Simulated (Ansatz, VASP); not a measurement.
## MgO in VASP and in Ansatz

The input INCAR:

```
  PREC = Accurate
  ENCUT = 520
  EDIFF = 1E-6
  ISMEAR = 0
  SIGMA = 0.01
  LREAL = F
  LASPH = T
  NELM = 100
  ALGO = Normal
  ISIF = 2
  LWAVE = F
  LCHARG = T
  GGA = PE
  LELF = T
  LVHAR = T
  NBANDS = 11
```

File KPOINTS:

```
regular mesh
0
Gamma
  6 6 6
```

File POSCAR:

```
MgO
1.0
    0.0000000000      2.0693150000      2.0693150000
    2.0693150000      0.0000000000      2.0693150000
    2.0693150000      2.0693150000      0.0000000000
Mg O
1 1
Direct
    0.0000000000      0.0000000000      0.0000000000
    0.5000000000      0.5000000000      0.5000000000
```

Input for Ansatz:

```yaml
crystal:
  atoms:
  - position: [0.0, 0.0, 0.0]
    symbol: Mg
  - position: [0.5, 0.5, 0.5]
    symbol: O
  lattice:
  - [0.0, 2.069315, 2.069315]
  - [2.069315, 0.0, 2.069315]
  - [2.069315, 2.069315, 0.0]
hamiltonian:
  dispersion: none
  pseudopotentials:
    kind: all_electron
    lapw: {basis_error: 0.025 meV}
    relativity: scalar
  xc: pbe
kpoints:
  mp_grid:
    grid: [6, 6, 6]
    shift: [0, 0, 0]
magnetization: {spin_polarized: false}
output: {forces: true, stress: true}
scf:
  convergence: {dr2_threshold: 1e-10 eV}
  lower_state_search: 'off'
  max_iter: 200
  occupations: {method: fixed}
```

Alike in both runs: task single point; functional PBE; k mesh 6 × 6 × 6; no spin polarisation.

```csv
,VASP,Ansatz
version,VASP 6.6.1,Ansatz 0.2 development build
potentials or method,"VASP PAW PBE potentials, release 64 (Mg, O), cutoff 520 eV","all-electron full-potential LAPW, scalar-relativistic"
occupations,"gaussian, width 0.01 eV",fixed
```

|  | VASP | Ansatz | Ansatz less VASP |
| --- | --- | --- | --- |
| gap on the k mesh at the Fermi level (eV) | 5.26 | 5.27 | +0.010 |
| pressure (GPa) | 13.8 | 14.6 | +0.76 |

Ansatz ran all-electron here, and VASP with PAW potentials.

The k mesh is coarse, so the values compare programs but aren't converged.
